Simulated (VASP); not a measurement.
Here is a VASP 6.6.1 calculation.

INCAR

```
SYSTEM = ZnSnP2
  ALGO = Normal
  EDIFF = 1E-6
  ENCUT = 500
  GGA = PE
  GGA_COMPAT = .False.
  ISIF = 2
  ISMEAR = -1
  LASPH = .True.
  LCHARG = .False.
  LREAL = .False.
  LWAVE = .False.
  NBANDS = 46
  NELM = 120
  PREC = Accurate
  SIGMA = 0.02
```

The input KPOINTS:

```
k-points
0
Gamma
  6 6 6
  0 0 0
```

POSCAR

```
ZnSnP2
1.0
   -2.8511251118      2.8511251118      5.7168577725
    2.8511251118     -2.8511251118      5.7168577725
    2.8511251118      2.8511251118     -5.7168577725
Zn Sn P
2 2 4
Direct
    0.7500000000      0.2500000000      0.5000000000
    0.0000000000      0.0000000000      0.0000000000
    0.2500000000      0.7500000000      0.5000000000
    0.5000000000      0.5000000000      0.0000000000
    0.3750000000      0.3527945212      0.4777945212
    0.6472054788      0.1250000000      0.0222054788
    0.1027945212      0.6250000000      0.9777945212
    0.8750000000      0.8972054788      0.5222054788
```

Potentials or basis: VASP PAW PBE potentials, release 64 (Zn, Sn_d, P).

Launch:

```console
$ cat potpaw_PBE.64/Zn/POTCAR potpaw_PBE.64/Sn_d/POTCAR potpaw_PBE.64/P/POTCAR > POTCAR
$ mpirun -np 1 vasp_std > vasp.out
```

(1) Estimate the band gap on the k mesh.

(2) Estimate the pressure.

(3) Estimate the largest force.

Results:

(1) 0.69 eV.

(2) 0.0 GPa.

(3) 0.023 eV/Å.

Caveat: spin-orbit coupling is left out, which moves the levels of the heavy elements.
